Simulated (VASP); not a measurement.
# SrCl2 (Fm-3m) in VASP: settings compared

Aim: see how the results for SrCl2 move with the level of theory and the settings. Levels: LDA, r2SCAN. Tasks: single point.

All numbers are computed with VASP 6.6.1; they aren't measurements. Logs are shortened: lines on timing, memory, paths and dates and some standing lists are left out, and cuts for length are marked.

## Step 1: The cell of the first run

It takes space group Fm-3m (No. 225, cubic). Conventional cell: a = 7.069 Å, b = 7.069 Å, c = 7.069 Å, α = 90.00°, β = 90.00°, γ = 90.00°. Sr (site symmetry m-3m) has 8 Cl at 3.06 Å within 4.0 Å. Within 4.0 Å of Cl (site symmetry -43m) lie 4 Sr at 3.06 Å and 6 Cl at 3.53 Å.

## Step 2: Single point, LDA

Input file INCAR:

```
SYSTEM = SrCl2
PREC = Accurate ; ENCUT = 520
EDIFF = 1E-7 ; ISMEAR = -1
SIGMA = 0.05 ; LREAL = .False.
LASPH = .True. ; NELM = 100
ALGO = Normal ; ISIF = 2
LWAVE = .False. ; LCHARG = .False.
GGA = CA ; NBANDS = 19
```

Input file KPOINTS:

```
regular mesh
0
Gamma
  7 7 7
  0 0 0
```

Input file POSCAR:

```
SrCl2
1.0
    0.0000000000      3.5342546063      3.5342546063
    3.5342546063      0.0000000000      3.5342546063
    3.5342546063      3.5342546063      0.0000000000
Sr Cl
1 2
Direct
    0.0000000000      0.0000000000      0.0000000000
    0.7500000000      0.7500000000      0.7500000000
    0.2500000000      0.2500000000      0.2500000000
```

Potentials or basis: VASP PAW LDA potentials, release 64 (Sr_sv, Cl).

Launch:

```bash
$ cat potpaw_LDA.64/Sr_sv/POTCAR potpaw_LDA.64/Cl/POTCAR > POTCAR
$ mpirun -np 1 vasp_std > vasp.out
```

OUTCAR:

```text
SYSTEM = SrCl2
   PREC = Accurate
   ENCUT = 520
   EDIFF = 1E-7
   ISMEAR = -1
   LREAL = .False.
   LASPH = .True.
   NELM = 100
   ISIF = 2
   GGA = CA

 ion  position               nearest neighbor table
   1  0.000  0.000  0.000-   2 3.06   2 3.06   2 3.06   2 3.06   3 3.06   3 3.06   3 3.06   3 3.06

   2  0.750  0.750  0.750-   1 3.06   1 3.06   1 3.06   1 3.06
   3  0.250  0.250  0.250-   1 3.06   1 3.06   1 3.06   1 3.06

  LATTYP: Found a face centered cubic cell.
 ALAT       =     7.0685092126

  Lattice vectors:

 A1 = (   0.0000000000,   3.5342546063,   3.5342546063)
 A2 = (   3.5342546063,   0.0000000000,   3.5342546063)
 A3 = (   3.5342546063,   3.5342546063,   0.0000000000)

Analysis of symmetry for initial positions (statically):
=====================================================================
 Subroutine PRICEL returns:
 Original cell was already a primitive cell.

 Routine SETGRP: Setting up the symmetry group for a
 face centered cubic supercell.

 Subroutine GETGRP returns: Found 48 space group operations
 (whereof 48 operations were pure point group operations)
 out of a pool of 48 trial point group operations.

The static configuration has the point symmetry O_h .

Analysis of symmetry for dynamics (positions and initial velocities):
=====================================================================
 Subroutine PRICEL returns:
 Original cell was already a primitive cell.

 Routine SETGRP: Setting up the symmetry group for a
 face centered cubic supercell.

 Subroutine GETGRP returns: Found 48 space group operations
 (whereof 48 operations were pure point group operations)
 out of a pool of 48 trial point group operations.

The dynamic configuration has the point symmetry O_h .

 Subroutine INISYM returns: Found 48 space group operations
 (whereof 48 operations are pure point group operations),
 and found     1 'primitive' translations

----------------------------------------------------------------------------------------

                                     Primitive cell

  volume of cell :      88.2924

  direct lattice vectors                    reciprocal lattice vectors
     0.000000000  3.534254606  3.534254606    -0.141472547  0.141472547  0.141472547
[... 77 lines left out ...]
   ISPIN  =      1    spin polarized calculation?
   LNONCOLLINEAR =      F non collinear calculations
   LSORBIT =      F    spin-orbit coupling
   LASPH  =      T    aspherical Exc in radial PAW
   ENCUT  =  520.0 eV  38.22 Ry    6.18 a.u.   9.29  9.29  9.29*2*pi/ulx,y,z
   NELM   =    100;   NELMIN=  2; NELMDL= -5     # of ELM steps
   EDIFF  = 0.1E-06   stopping-criterion for ELM
   LREAL  =      F    real-space projection
   EDIFFG = 0.1E-05   stopping-criterion for IOM
   NSW    =      0    number of steps for IOM
   IBRION =     -1    ionic relax: 0-MD 1-quasi-New 2-CG
   NFREE  =      0    steps in history (QN), initial steepest desc. (CG)
   ISIF   =      2    stress and relaxation
   ISYM   =      2    0-nonsym 1-usesym 2-fastsym
   POTIM  = 0.5000    time-step for ionic-motion
   TEBEG  =    0.0;   TEEND  =   0.0 temperature during run
   PSTRESS=    0.0 pullay stress
   NELECT =      24.0000    total number of electrons
   NUPDOWN=      -1.0000    fix difference up-down
   EMIN   =  10.00;   EMAX   =-10.00  energy-range for DOS
   EFERMI =   0.00;   METHOD = LEGACY
   ISMEAR =    -1;   SIGMA  =   0.05  broadening in eV -4-tet -1-fermi 0-gaus
   EFERMI_NEDOS =   21; number of points for ismear=-14 and -15
   IALGO  =     38    algorithm
   IMIX   =      4    mixing-type and parameters
     AMIX     =   0.40;   BMIX     =  1.00
     AMIX_MAG =   1.60;   BMIX_MAG =  1.00
  volume/ion in A,a.u.               =      29.43       198.61
  Fermi-wavevector in a.u.,A,eV,Ry     =   1.060484  2.004024 15.301467  1.124626
  Thomas-Fermi vector in A             =   2.195867
   LORBIT       =      0    0 simple, 1 ext, 2 COOP (PROOUT), +10 PAW based schemes
   GGA     = CA    functional components
   LHFCALC =     F    Hartree Fock is set to
   AEXX    =    0.0000 exact exchange contribution
   IVDW    =     0    specifies the selected vdW correction
   LEPSILON=     F    determine dielectric tensor
   LRPA    =     F    only Hartree local field effects (RPA)
 non-spin polarized calculation
  energy-cutoff  :      520.00
  volume of cell :       88.29
 maximum number of plane-waves:      2421
 NGX is ok and might be reduce to    40
   NGX = 19   NGY = 19   NGZ = 19

 number of electron      23.9999996 magnetization

 Free energy of the ion-electron system (eV)
  ---------------------------------------------------
  ext. energy  EPLUGINS =         0.00000000
  ---------------------------------------------------
  free energy    TOTEN  =       -13.95659501 eV

  energy without entropy =      -13.95659501  energy(sigma->0) =      -13.95659501

 E-fermi :   0.8310     XC(G=0):  -8.6346

 val. band max:       -0.3273588594   @ k =  -0.4286   0.4286   0.0000
 cond. band min:       4.4475906584   @ k =   0.0000   0.0000   0.0000
 fundamental gap:      4.7749495178
 Fermi energy:         0.8310165510

 k-point     1 :       0.0000    0.0000    0.0000
  band No.  band energies     occupation
      1     -33.1144      2.00000
      2     -15.1976      2.00000
      3     -15.1976      2.00000
      4     -15.1976      2.00000
      5     -13.4104      2.00000
      6     -12.6067      2.00000
[... 417 lines left out ...]
      6     -12.7916      2.00000
[... 11 lines left out ...]
     18       8.4632      0.00000
     19       9.6732      0.00000

------------------------ aborting loop because EDIFF is reached ----------------------------------------

  FORCE on cell =-STRESS in cart. coord.  units (eV):
  Direction    XX          YY          ZZ          XY          YZ          ZX
  --------------------------------------------------------------------------------------
  -------------------------------------------------------------------------------------
  Total       -2.1137066     -2.1137066     -2.1137066     -0.0000000     -0.0000000      0.0000000
  in kB      -38.3558652    -38.3558652    -38.3558652     -0.0000000     -0.0000000      0.0000000
  external PRESSURE =     -38.3558652 kB  Pullay stress =       0.0000000 kB

 VOLUME and BASIS-vectors are now :
 -----------------------------------------------------------------------------
  energy-cutoff  :      520.00
  volume of cell :       88.29
      direct lattice vectors                 reciprocal lattice vectors
     0.000000000  3.534254606  3.534254606    -0.141472547  0.141472547  0.141472547
     3.534254606  0.000000000  3.534254606     0.141472547 -0.141472547  0.141472547
     3.534254606  3.534254606  0.000000000     0.141472547  0.141472547 -0.141472547

 POSITION                                       TOTAL-FORCE (eV/Angst)
 -----------------------------------------------------------------------------------
      0.00000      0.00000      0.00000        -0.000000      0.000000      0.000000
      5.30138      5.30138      5.30138        -0.000000     -0.000000     -0.000000
      1.76713      1.76713      1.76713         0.000000      0.000000      0.000000
 -----------------------------------------------------------------------------------
    total drift:                               -0.000000     -0.000000      0.000000

  FREE ENERGIE OF THE ION-ELECTRON SYSTEM (eV)
  ---------------------------------------------------
  free  energy   TOTEN  =       -13.9565950092 eV

  energy  without entropy=      -13.9565950092  energy(sigma->0) =      -13.95659501
```

It took 40 s on 1 thread of Intel Xeon Platinum 8488C (Sapphire Rapids), shared host; peak memory 0.2 GiB.

What came out:

```
Free energy            : -13.9566 eV
Pressure               : -3.8 GPa
Band gap on the k mesh : 4.78 eV (least direct gap 5.07 eV)
```

Caveat: the cell stands under tension; an odd mesh through Γ misses points on the zone boundary, where band edges can lie.

## Step 3: Single point, LDA

This run uses another cell than the first one, of 30.00 Å³/atom.

Input file INCAR:

```
SYSTEM = SrCl2
  PREC = Accurate
  ENCUT = 520
  EDIFF = 1E-6
  ISMEAR = -1
  SIGMA = 0.05
  LREAL = .FALSE.
  LASPH = .TRUE.
  NELM = 60
  ALGO = Normal
  ISIF = 2
  LWAVE = .FALSE.
  LCHARG = .FALSE.
  GGA = CA
  NBANDS = 19
```

Input file KPOINTS:

```
regular mesh
0
G
  7 7 7
  0 0 0
```

Input file POSCAR:

```
SrCl2
1.0
    0.0000000000      3.5567663891      3.5567663891
    3.5567663891      0.0000000000      3.5567663891
    3.5567663891      3.5567663891      0.0000000000
Sr Cl
1 2
Direct
    0.0000000000      0.0000000000      0.0000000000
    0.7500000000      0.7500000000      0.7500000000
    0.2500000000      0.2500000000      0.2500000000
```

Potentials or basis: VASP PAW LDA potentials, release 64 (Sr_sv, Cl).

Launch:

```bash
$ cat potpaw_LDA.64/Sr_sv/POTCAR potpaw_LDA.64/Cl/POTCAR > POTCAR
$ mpirun -np 1 vasp_std > vasp.out
```

It took 39 s on 1 thread of Intel Xeon Platinum 8488C (Sapphire Rapids), shared host; peak memory 0.2 GiB.

It converged, with:

| Property | Result |
| --- | --- |
| Free energy | -13.9140 eV |
| Pressure | -4.3 GPa |
| Band gap on the k mesh | 4.70 eV (least direct gap 5.00 eV) |

Levels at points of the mesh, in eV from the valence-band top:
```csv
k point,band 9,band 10,band 11,band 12,band 13,band 14,band 15,band 16
"(0.00, 0.00, 0.00)",-1.97,-0.29,-0.29,-0.29,4.70,5.87,5.87,8.63
```

Caveat: the cell stands under tension; an odd mesh through Γ misses points on the zone boundary, where band edges can lie.

## Step 4: Single point, r2SCAN

This run uses another cell than the first one, of 26.60 Å³/atom.

Input file POSCAR:

```
SrCl2
1.0
    0.0000000000      3.4171392023      3.4171392023
    3.4171392023      0.0000000000      3.4171392023
    3.4171392023      3.4171392023      0.0000000000
Sr Cl
1 2
Direct
    0.0000000000      0.0000000000      0.0000000000
    0.7500000000      0.7500000000      0.7500000000
    0.2500000000      0.2500000000      0.2500000000
```

Input file INCAR.step1:

```
PREC = Accurate
ENCUT = 520
ISMEAR = -1
SIGMA = 0.05
LREAL = F
LASPH = T
NELM = 60
NBANDS = 19
GGA = PE
ALGO = Normal
EDIFF = 1E-4
LWAVE = T
LCHARG = F
```

Input file INCAR.step2:

```
PREC = Accurate
ENCUT = 520
EDIFF = 1E-7
ISMEAR = -1
SIGMA = 0.05
LREAL = F
LASPH = T
NELM = 60
ALGO = Normal
ISIF = 2
LWAVE = F
LCHARG = F
METAGGA = R2SCAN
LMIXTAU = T
NBANDS = 19
ISTART = 1
```

Input file KPOINTS:

```
Automatic mesh
0
Gamma
  7 7 7
```

Potentials or basis: VASP PAW PBE potentials, release 64 (Sr_sv, Cl).

Launch:

```bash
$ cat potpaw_PBE.64/Sr_sv/POTCAR potpaw_PBE.64/Cl/POTCAR > POTCAR
$ cp INCAR.step1 INCAR
$ mpirun -np 1 vasp_std > vasp.out
$ cp INCAR.step2 INCAR
$ mpirun -np 1 vasp_std > vasp.out
```

Run time: 1.7 min. Hardware: 1 thread of Intel Xeon Platinum 8488C (Sapphire Rapids), shared host; peak memory 0.22 GiB.

It converged, with:

```
Free energy            : -35.6408 eV
Pressure               : 3.1 GPa
Band gap on the k mesh : 6.06 eV (least direct gap 6.18 eV)
```

Levels at points of the mesh, in eV from the valence-band top:
```
           k point  band 10  band 11  band 12  band 13  band 14  band 15
(0.00, 0.00, 0.00)    -0.33    -0.33    -0.33     6.24     6.69     6.69
```

Caveat: the cell stands under pressure; the PAW data sets were made with another functional, which shifts forces and pressure a little; an odd mesh through Γ misses points on the zone boundary, where band edges can lie.

## Step 5: Single point, r2SCAN

This run uses another cell than the first one, of 27.17 Å³/atom.

Input file POSCAR:

```
SrCl2
1.0
    0.0000000000      3.4412043558      3.4412043558
    3.4412043558      0.0000000000      3.4412043558
    3.4412043558      3.4412043558      0.0000000000
Sr Cl
1 2
Direct
    0.0000000000      0.0000000000      0.0000000000
    0.7500000000      0.7500000000      0.7500000000
    0.2500000000      0.2500000000      0.2500000000
```

Input file INCAR.step1:

```
  PREC = Accurate
  ENCUT = 520
  ISMEAR = -1
  SIGMA = 0.05
  LREAL = F
  LASPH = T
  NELM = 60
  NBANDS = 19
  GGA = PE
  ALGO = Normal
  EDIFF = 1E-4
  LWAVE = T
  LCHARG = F
```

Input file INCAR.step2:

```
  PREC = Accurate
  ENCUT = 520
  EDIFF = 1E-6
  ISMEAR = -1
  SIGMA = 0.05
  LREAL = F
  LASPH = T
  NELM = 60
  ALGO = Normal
  ISIF = 2
  LWAVE = F
  LCHARG = T
  METAGGA = R2SCAN
  LMIXTAU = T
  LELF = T
  LVHAR = T
  NBANDS = 19
  ISTART = 1
```

Input file KPOINTS:

```
regular mesh
0
Gamma
  7 7 7
```

Launch:

```bash
$ cat potpaw_PBE.64/Sr_sv/POTCAR potpaw_PBE.64/Cl/POTCAR > POTCAR
$ cp INCAR.step1 INCAR
$ mpirun -np 1 vasp_std > vasp.out
$ cp INCAR.step2 INCAR
$ mpirun -np 1 vasp_std > vasp.out
```

It took 1.8 min on 1 thread of Intel Xeon Platinum 8488C (Sapphire Rapids), shared host; peak memory 0.22 GiB.

Results (log left out):

| Property | Result |
| --- | --- |
| Free energy | -35.6692 eV |
| Pressure | 2.1 GPa |
| Band gap on the k mesh | 6.07 eV (least direct gap 6.18 eV) |

Levels at points of the mesh, in eV from the valence-band top:
```csv
k point,band 10,band 11,band 12,band 13,band 14,band 15
"(0.00, 0.00, 0.00)",-0.33,-0.33,-0.33,6.16,6.71,6.71
```

Caveat: the PAW data sets were made with another functional, which shifts forces and pressure a little; an odd mesh through Γ misses points on the zone boundary, where band edges can lie. r2SCAN opens gaps a little over a GGA but as a rule still falls short of measured ones.

## Step 6: Overview

| level | potentials or basis | cell | gap on the mesh (eV) | pressure (GPa) |
| --- | --- | --- | --- | --- |
| LDA | VASP PAW LDA potentials, release 64 (Sr_sv, Cl) | a = 4.998 Å, angles 60.0°, 3 atoms | 4.78 | -3.8 |
| LDA | VASP PAW LDA potentials, release 64 (Sr_sv, Cl) | a = 5.030 Å, angles 60.0°, 3 atoms | 4.70 | -4.3 |
| r2SCAN | VASP PAW PBE potentials, release 64 (Sr_sv, Cl) | a = 4.833 Å, angles 60.0°, 3 atoms | 6.06 | 3.1 |
| r2SCAN | VASP PAW PBE potentials, release 64 (Sr_sv, Cl) | a = 4.867 Å, angles 60.0°, 3 atoms | 6.07 | 2.1 |

Alike in all rows: task single point; no spin polarisation; k mesh 7 × 7 × 7; cutoff (eV) 520; smearing fermi-dirac 0.05 eV.

Caveats: an odd mesh through Γ misses points on the zone boundary, where band edges can lie; the cell stands under tension (at least some runs); the PAW data sets were made with another functional, which shifts forces and pressure a little (at least some runs); the cell stands under pressure (at least some runs).

Total energies depend on the potentials used, so only differences within one code and one set of settings carry meaning.
